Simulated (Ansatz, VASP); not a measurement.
Br: VASP beside Ansatz

The input INCAR:

```
SYSTEM = Br
  ALGO = Normal
  EDIFF = 1E-8
  ENCUT = 520
  GGA = PE
  ISIF = 2
  ISMEAR = -1
  LASPH = .TRUE.
  LCHARG = .FALSE.
  LEFG = .TRUE.
  LREAL = .FALSE.
  LWAVE = .FALSE.
  NBANDS = 10
  NELM = 100
  PREC = Accurate
  SIGMA = 0.03
```

File KPOINTS:

```
k-points
0
G
  16 16 16
  0 0 0
```

POSCAR

```
Br
1.0
    0.0000000000      2.3811795611      2.3811795611
    2.3811795611      0.0000000000      2.3811795611
    2.3811795611      2.3811795611      0.0000000000
Br
1
Direct
    0.0000000000      0.0000000000      0.0000000000
```

Input for Ansatz:

```yaml
crystal:
  lattice:
    - [0.0, 2.3811795611, 2.3811795611]
    - [2.3811795611, 0.0, 2.3811795611]
    - [2.3811795611, 2.3811795611, 0.0]
  atoms:
    - { symbol: Br, position: [0.0, 0.0, 0.0] }
kpoints:
  mp_grid: { grid: [16, 16, 16] }
scf:
  occupations: { method: fermi_dirac, width: 0.03 }
hamiltonian:
  xc: pbe
  pseudopotentials: { kind: paw }
output:
  forces: true
  stress: true
  eigenvalues: true
  efg: { contact_densities: true }
```

Change from the starting cell: volume scaled by 1.025, PAW files.

Alike in both runs: task electric field gradients; functional PBE; k mesh 16 × 16 × 16; occupations fermi-dirac, width 0.03 eV; no spin polarisation.

|  | VASP | Ansatz |
| --- | --- | --- |
| version | VASP 6.6.1 | Ansatz 0.2.0 |
| potentials or method | VASP PAW PBE potentials, release 64 (Br) | PAW with Ansatz's default frozen-core files, scalar-relativistic |
| plane-wave cutoff (eV) | 520 | 420 |
| valence electrons in the cell | 7 | 7 |

|  | VASP | Ansatz | Ansatz less VASP |
| --- | --- | --- | --- |
| pressure (GPa) | -0.7 | -0.7 | -0.01 |
